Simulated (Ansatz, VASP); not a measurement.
Two plane-wave programs on MgI2

```xyz
6
Lattice="4.4232 0.0042 -0.1569 0.0033 4.4241 0.2248 -0.3132 0.4406 15.4531" Properties=species:S:1:pos:R:3 pbc="T T T"
Mg   -0.2285   -0.3434    0.0177
Mg    0.0718    0.5640    7.7089
I     1.9240   -0.2496   -1.7223
I     2.3424    0.4738    9.2918
I    -0.1624    1.7838    1.7910
I     0.0093    2.8606    6.1603
```

Change from the starting cell: cell x2, atoms moved at random (sigma 0.1 Å) and cell strained at random (1.5 %), then relaxed without symmetry.

Alike in both runs: functional PBE; k mesh 4 × 4 × 1; occupations gaussian, width 0.1 eV; no spin polarisation.

Ansatz relaxed the structure, and its values are those at the end. VASP's run is a single point on that final structure, the one shown.

```csv
,VASP,Ansatz
version,VASP 6.6.1,Ansatz 0.2.0
potentials or method,"VASP PAW PBE potentials, release 64 (Mg, I), cutoff 520 eV","scalar-relativistic, plane waves, PAW"
valence electrons in the cell,32,88
```

|  | VASP | Ansatz | Ansatz less VASP |
| --- | --- | --- | --- |
| gap on the k mesh at the Fermi level (eV) | 3.30 | 3.30 | +0.010 |
| least direct gap on the mesh (eV) | 3.43 | 3.44 | +0.010 |
| pressure (GPa) | 0.0 | 0.0 | +0.02 |
| rms of the force components (eV/Å) | 0.004 | 0.004 | -0.0005 |

With one functional, cell and mesh, what is left measures potentials, basis and numerics. VASP's potentials hold 32 valence electrons a cell and Ansatz's 88, so a difference there can come from the potentials and not from the codes.

Spin-orbit coupling is off throughout.
